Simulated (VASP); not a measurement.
# In2BAs3 (P-6m2) in VASP: further runs, part 2 of 2

VASP 6.6.1.

## Step 4: Relaxation of cell and atoms, PBE

Input file INCAR:

```
  PREC = Accurate
  ENCUT = 600
  EDIFF = 1E-6
  ISMEAR = 0
  SIGMA = 0.1
  LREAL = F
  LASPH = T
  NELM = 100
  ALGO = Normal
  ISIF = 3
  LWAVE = F
  LCHARG = F
  GGA = PE
  IBRION = 2
  NSW = 100
  EDIFFG = -0.01
```

Input file KPOINTS:

```
regular mesh
0
Gamma
  12 12 4
```

Input file POSCAR:

```
In2BAs3
1.0
    4.2641214600      0.0000000000      0.0000000000
   -2.1320607300      3.6928375100      0.0000000000
    0.0000000000      0.0000000000      8.9564137000
In B As
2 1 3
Direct
    0.6666666700      0.3333333300      0.2478670000
    0.6666666700      0.3333333300      0.7521330000
    0.0000000000      0.0000000000      0.0000000000
    0.0000000000      0.0000000000      0.5000000000
    0.3333333300      0.6666666700      0.0000000000
    0.3333333300      0.6666666700      0.5000000000
```

Potentials or basis: VASP PAW PBE potentials, release 64 (In_d, B, As).

Command:

```sh
$ cat potpaw_PBE.64/In_d/POTCAR potpaw_PBE.64/B/POTCAR potpaw_PBE.64/As/POTCAR > POTCAR
$ mpirun -np 1 vasp_std > vasp.out
```

OUTCAR:

```text
PREC = Accurate
   ENCUT = 600
   EDIFF = 1E-6
   ISMEAR = 0
   LREAL = F
   LASPH = T
   NELM = 100
   ISIF = 3
   GGA = PE
   IBRION = 2
   NSW = 100
   EDIFFG = -0.01

 ion  position               nearest neighbor table
   1  0.667  0.333  0.248-   5 3.32   5 3.32   5 3.32   4 3.34   6 3.34   6 3.34   4 3.34   4 3.34
                             6 3.34
   2  0.667  0.333  0.752-   5 3.32   5 3.32   5 3.32   4 3.34   6 3.34   6 3.34   4 3.34   4 3.34
                             6 3.34
   3  0.000  0.000  0.000-   5 2.46   5 2.46   5 2.46
   4  0.000  0.000  0.500-   6 2.46   6 2.46   6 2.46   1 3.34   2 3.34   2 3.34   1 3.34   2 3.34
                             1 3.34
   5  0.333  0.667  0.000-   3 2.46   3 2.46   3 2.46   1 3.32   2 3.32   1 3.32   2 3.32   1 3.32
                             2 3.32
   6  0.333  0.667  0.500-   4 2.46   4 2.46   4 2.46   1 3.34   2 3.34   1 3.34   2 3.34   1 3.34
                             2 3.34

  LATTYP: Found a hexagonal cell.
 ALAT       =     4.2641214600
 C/A-ratio  =     2.1004124259

  Lattice vectors:

 A1 = (   4.2641214600,   0.0000000000,   0.0000000000)
 A2 = (  -2.1320607300,   3.6928375100,   0.0000000000)
 A3 = (   0.0000000000,   0.0000000000,   8.9564137000)

Analysis of symmetry for initial positions (statically):
[... 186 lines left out ...]

  FORCE on cell =-STRESS in cart. coord.  units (eV):
  Direction    XX          YY          ZZ          XY          YZ          ZX
  --------------------------------------------------------------------------------------
  -------------------------------------------------------------------------------------
  Total        0.1287335      0.1287335     -0.2345847      0.0000000      0.0000000      0.0000000
  in kB        1.4624409      1.4624409     -2.6649333      0.0000000      0.0000000      0.0000000
  external PRESSURE =       0.0866495 kB  Pullay stress =       0.0000000 kB
[... 267 lines left out ...]
--------------------------------------- Ionic step        8  -------------------------------------------

 number of electron      43.9999998 magnetization

 Free energy of the ion-electron system (eV)
  ---------------------------------------------------
  ext. energy  EPLUGINS =         0.00000000
  ---------------------------------------------------
  free energy    TOTEN  =       -22.05356311 eV

  energy without entropy =      -22.03918812  energy(sigma->0) =      -22.04637561

 E-fermi :   5.1953     XC(G=0):  -9.7139

 val. band max:        5.1765189055   @ k =   0.2500   0.2500   0.5000
 cond. band min:       5.1974388522   @ k =   0.1667  -0.0000   0.2500
 fundamental gap:      0.0209199467
 Fermi energy:         5.1952652442

 k-point     1 :       0.0000    0.0000    0.0000
  band No.  band energies     occupation
      1      -9.2296      2.00000
      2      -9.1739      2.00000
      3      -9.1739      2.00000
      4      -9.1617      2.00000
      5      -9.1617      2.00000
      6      -9.1611      2.00000
[... 685 lines left out ...]
     25       7.5951      0.00000
     26       7.9086      0.00000

 [... further k-points ...]
[... 5 lines left out ...]
  --------------------------------------------------------------------------------------
  -------------------------------------------------------------------------------------
  Total       -0.0493822     -0.0493822      0.0543092      0.0000000      0.0000000      0.0000000
  in kB       -0.5669013     -0.5669013      0.6234625      0.0000000      0.0000000      0.0000000
  external PRESSURE =      -0.1701134 kB  Pullay stress =       0.0000000 kB
[... 21 lines left out ...]
  FREE ENERGIE OF THE ION-ELECTRON SYSTEM (eV)
  ---------------------------------------------------
  free  energy   TOTEN  =       -22.0535631090 eV

  energy  without entropy=      -22.0391881200  energy(sigma->0) =      -22.04637561

 reached required accuracy - stopping structural energy minimisation
```

OSZICAR:

```text
N       E                     dE             d eps       ncg     rms          rms(c)
DAV:   1     0.367516988181E+03    0.36752E+03   -0.21571E+04  2964   0.200E+03
DAV:   2     0.224205449782E+02   -0.34510E+03   -0.33995E+03  3000   0.437E+02
DAV:   3    -0.202448279743E+02   -0.42665E+02   -0.41588E+02  3938   0.155E+02
DAV:   4    -0.222155545341E+02   -0.19707E+01   -0.19338E+01  3590   0.308E+01
[... 72 lines left out ...]
DAV:   2    -0.220535730138E+02    0.37406E-04   -0.14552E-04  4008   0.158E-01    0.156E-02
DAV:   3    -0.220535656169E+02    0.73970E-05   -0.29425E-05  4106   0.657E-02    0.540E-03
DAV:   4    -0.220535644968E+02    0.11201E-05   -0.26173E-06  1976   0.109E-02    0.384E-03
DAV:   5    -0.220535634407E+02    0.10561E-05   -0.71519E-07  1562   0.855E-03    0.167E-03
DAV:   6    -0.220535631090E+02    0.33172E-06   -0.35917E-07  1550   0.903E-03
   8 F= -.22053563E+02 E0= -.22046376E+02  d E =-.383575E-02
```

CONTCAR:

```text
In2BAs3
   1.00000000000000
     4.2810422432333004    0.0000000000000000    0.0000000000000000
    -2.1405211216166502    3.7074913381414851   -0.0000000000000000
     0.0000000000000000    0.0000000000000000    8.7931355327889094
  In              B               As
     2     1     3
Direct
     0.6666666699999979    0.3333333300000021    0.2236224556741230
     0.6666666699999979    0.3333333300000021    0.7763775443258770
     0.0000000000000000    0.0000000000000000    0.0000000000000000
     0.0000000000000000    0.0000000000000000    0.5000000000000000
     0.3333333300000021    0.6666666699999979    0.0000000000000000
     0.3333333300000021    0.6666666699999979    0.5000000000000000

  0.00000000E+00  0.00000000E+00  0.00000000E+00
  0.00000000E+00  0.00000000E+00  0.00000000E+00
  0.00000000E+00  0.00000000E+00  0.00000000E+00
  0.00000000E+00  0.00000000E+00  0.00000000E+00
  0.00000000E+00  0.00000000E+00  0.00000000E+00
  0.00000000E+00  0.00000000E+00  0.00000000E+00
```

Run time: 23 min. Hardware: 1 thread of Intel Xeon 6975P-C, shared host; peak memory 0.48 GiB.

Results:

| Item | Value |
| --- | --- |
| Free energy | -22.0536 eV |
| Relaxed volume | 23.26 Å³/atom |
| Relaxed cell | a = 4.281 Å, b = 4.281 Å, c = 8.793 Å, α = 90.00°, β = 90.00°, γ = 120.00° |
| Space group after relaxing (to 0.05 Å) | P-6m2 (No. 187) |
| Energy gained by relaxing | 19.1 meV/atom |
| Ionic steps | 8 |
| Pressure after relaxing | 0.0 GPa |
| Largest force after relaxing | 0.004 eV/Å |
| Band gap on the k mesh | zero (band 22 reaches 5.76 eV, above the bottom of band 23 at 5.05 eV) |

Forces in eV/Å, atoms in the order of the input:
```
In   0.000  0.000  0.004
In   0.000  0.000 -0.004
B    0.000  0.000  0.000
As   0.000  0.000  0.000
As   0.000  0.000  0.000
As   0.000  0.000  0.000
```

Stress tensor (GPa, compression positive):
```
-0.06  0.00  0.00
 0.00 -0.06  0.00
 0.00  0.00  0.06
```

Step by step:
```csv
step,energy change (eV),largest force (eV/Å),pressure (GPa),volume (Å³)
1,0.0000,0.5074,0.01,141.03
2,-0.0242,0.4600,-0.10,141.06
3,-0.0794,0.2899,-0.41,141.13
4,-0.1076,0.0677,-0.63,141.25
5,-0.1107,0.0251,-0.59,141.23
6,-0.1050,0.0556,1.01,136.86
7,-0.1145,0.0056,0.03,139.51
8,-0.1145,0.0039,-0.02,139.56
```

Final structure:
```yaml
crystal:
  lattice:
    - [4.28104, 0.00000, 0.00000]
    - [-2.14052, 3.70749, 0.00000]
    - [0.00000, 0.00000, 8.79314]
  atoms:
    - { symbol: In, position: [0.66667, 0.33333, 0.22362] }
    - { symbol: In, position: [0.66667, 0.33333, 0.77638] }
    - { symbol: B, position: [0.00000, 0.00000, 0.00000] }
    - { symbol: As, position: [0.00000, 0.00000, 0.50000] }
    - { symbol: As, position: [0.33333, 0.66667, 0.00000] }
    - { symbol: As, position: [0.33333, 0.66667, 0.50000] }
```

Caveat: spin-orbit coupling is left out, which moves the levels of the heavy elements.

## Step 5: Summary

| task | cell | k mesh | cutoff (eV) | gap on the mesh (eV) | pressure (GPa) |
| --- | --- | --- | --- | --- | --- |
| single point | a = 4.264, b = 4.264, c = 8.956 Å, angles 90.0, 90.0, 120.0°, 6 atoms | 6 × 6 × 2 | 520 | none | -0.2 |
| single point | a = 4.268, b = 4.268, c = 8.857 Å, angles 90.0, 90.0, 120.0°, 6 atoms | 12 × 12 × 4 | 520 | none | 0.1 |
| relaxation of cell and atoms | relaxed from a = 4.264, b = 4.264, c = 8.956 Å, angles 90.0, 90.0, 120.0°, 6 atoms | 12 × 12 × 4 | 600 | none | 0.0 |

Alike in all rows: level PBE; potentials or basis VASP PAW PBE potentials, release 64 (In_d, B, As); no spin polarisation; smearing gaussian 0.1 eV.

Caveats: spin-orbit coupling is left out, which moves the levels of the heavy elements.

Total energies depend on the potentials used, so only differences within one code and one set of settings carry meaning.
